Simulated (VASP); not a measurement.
La2O3:

```xyz
5
Lattice="6.2668 0.0000 0.0000 -3.1334 5.4272 0.0000 0.0000 0.0000 3.2998" Properties=species:S:1:pos:R:3 pbc="T T T"
La    3.1334    1.8091    1.6499
La    0.0000    3.6181    1.6499
O     3.1836    0.0000    0.0000
O    -1.5918    2.7571    0.0000
O     1.5416    2.6701    0.0000
```

```yaml
Program: VASP 6.6.1
Task: relaxation of cell and atoms
Functional: PBEsol
Potentials_or_basis: VASP PAW PBE potentials, release 64 (La, O)
Cutoff: 600 eV
k_mesh: 4 × 4 × 6
Occupations: fermi-dirac, width 0.05 eV
Spin: no spin polarisation
```

At the start: pressure -1.3 GPa; volume 22.45 Å³/atom.

Q: Where does the relaxation end?

A: Over 16 steps the energy falls by 5.0 meV/atom and the volume is 22.32 Å³/atom (-0.5 %); space group P6/mmm (No. 191, to 0.05 Å).

Step by step:
```tsv
step	energy change (eV)	largest force (eV/Å)	pressure (GPa)	volume (Å³)
1	0.0000	0.0617	-1.28	112.23
2	-0.0012	0.0471	2.36	109.31
3	-0.0182	0.0544	0.50	110.75
4	-0.0210	0.0555	-0.01	111.56
5	-0.0210	0.0557	-0.06	111.63
6	-0.0214	0.0522	0.00	111.60
7	-0.0224	0.0422	0.16	111.48
8	-0.0228	0.0226	0.46	111.25
9	-0.0229	0.0281	0.37	111.32
10	-0.0230	0.0297	0.36	111.33
11	-0.0234	0.0247	0.30	111.39
12	-0.0240	0.0187	0.19	111.49
13	-0.0246	0.0059	0.00	111.70
14	-0.0247	0.0015	-0.10	111.79
15	-0.0248	0.0018	-0.08	111.75
16	-0.0249	0.0003	0.00	111.62
```

Final structure:
```cif
data_structure
_symmetry_space_group_name_H-M 'P 1'
_symmetry_Int_Tables_number 1
_cell_length_a 6.2975
_cell_length_b 6.2975
_cell_length_c 3.2499
_cell_angle_alpha 90.000
_cell_angle_beta 90.000
_cell_angle_gamma 120.000
_cell_volume 111.62
loop_
_atom_site_label
_atom_site_type_symbol
_atom_site_fract_x
_atom_site_fract_y
_atom_site_fract_z
_atom_site_occupancy
La1 La 0.66667 0.33333 0.50000 1
La2 La 0.33333 0.66667 0.50000 1
O1 O 0.49994 0.00000 0.00000 1
O2 O 0.00000 0.49994 0.00000 1
O3 O 0.50006 0.50006 0.00000 1
```

Caveat: the PAW data sets were made with another functional, which shifts forces and pressure a little.
